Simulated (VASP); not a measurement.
Here is a VASP 6.6.1 calculation.

Contents of INCAR:

```
PREC     = Accurate       # precision mode
ENCUT    = 520            # plane-wave cutoff, eV
EDIFF    = 1E-6           # SCF threshold, eV
ISMEAR   = 0              # smearing method
SIGMA    = 0.2            # smearing width, eV
LREAL    = False          # projectors in reciprocal space
LASPH    = True           # aspherical terms in the spheres
NELM     = 80             # most SCF steps
ALGO     = Normal         # electronic algorithm
ISIF     = 2              # what is computed and relaxed
LWAVE    = False          # write WAVECAR
LCHARG   = True           # write CHGCAR
GGA      = PE             # functional
LELF     = True           # ELF
LVHAR    = True         
NBANDS   = 47             # bands
```

The input KPOINTS:

```
Automatic mesh
0
Gamma
  4 4 2
```

POSCAR

```
Zr3GeTe4
1.0
    3.8324333867      0.0000000025      0.0000000000
   -1.9162166956      3.3189846699      0.0000000000
    0.0000000000      0.0000000000     15.7590685750
Zr Ge Te
3 1 4
Direct
    0.0000000000      0.0000000000      0.5000000000
    0.0000000000      0.0000000000      0.2533829920
    0.0000000000      0.0000000000      0.7466170080
    0.0000000000      0.0000000000      0.0000000000
    0.3333333333      0.6666666667      0.8677080826
    0.3333333333      0.6666666667      0.3772186597
    0.6666666667      0.3333333333      0.1322919174
    0.6666666667      0.3333333333      0.6227813403
```

Potentials or basis: VASP PAW PBE potentials, release 64 (Zr_sv, Ge_d, Te).

Run with:

```bash
$ cat potpaw_PBE.64/Zr_sv/POTCAR potpaw_PBE.64/Ge_d/POTCAR potpaw_PBE.64/Te/POTCAR > POTCAR
$ mpirun -np 1 vasp_std > vasp.out
```

**Question.** What does it give for the largest force?

**Answer.** 0.057 eV/Å.

**Question.** What does it give for the band gap on the k mesh?

**Answer.** Zero (bands 37 and 38 overlap by 0.27 eV).

**Question.** Predict the pressure.

**Answer.** 0.2 GPa.

Forces in eV/Å, atoms in the order of the input:
```
Zr   0.000  0.000  0.000
Zr   0.000  0.000 -0.057
Zr   0.000  0.000  0.057
Ge   0.000  0.000  0.000
Te   0.000  0.000 -0.026
Te   0.000  0.000  0.024
Te   0.000  0.000  0.026
Te   0.000  0.000 -0.024
```

Caveat: the k points lie up to 0.47 Å⁻¹ apart; spin-orbit coupling is left out, which moves the levels of the heavy elements.
